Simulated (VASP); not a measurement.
A run of VASP 6.6.1 is set up as follows.

File INCAR:

```
SYSTEM = TiAl
PREC = Accurate
ENCUT = 520
EDIFF = 1E-8
ISMEAR = -1
SIGMA = 0.15
LREAL = .FALSE.
LASPH = .TRUE.
NELM = 80
ALGO = Fast
ISIF = 2
LWAVE = .FALSE.
LCHARG = .FALSE.
NBANDS = 14
IBRION = 8
NSW = 1
```

The input KPOINTS:

```
Automatic mesh
0
G
  12 12 8
  0 0 0
```

POSCAR

```
TiAl
1.0
    2.7692000172      0.0000000000      0.0000000000
    0.0000000000      2.7692000172      0.0000000000
    0.0000000000      0.0000000000      3.9972428286
Ti Al
1 1
Direct
    0.5000000000      0.5000000000      0.5000000000
    0.0000000000      0.0000000000      0.0000000000
```

Potentials or basis: VASP PAW LDA potentials, release 64 (Ti_sv, Al).

Launch:

```sh
$ cat potpaw_LDA.64/Ti_sv/POTCAR potpaw_LDA.64/Al/POTCAR > POTCAR
$ mpirun -np 1 vasp_std > vasp.out
```

**Question.** What does it give for the highest phonon frequency at Γ?

**Answer.** 322 cm⁻¹.

Phonon frequencies in cm⁻¹ (negative: imaginary):
| q point | frequencies |
| --- | --- |
| (0.000, 0.000, 0.000) | 0 0 0 274 274 322 |
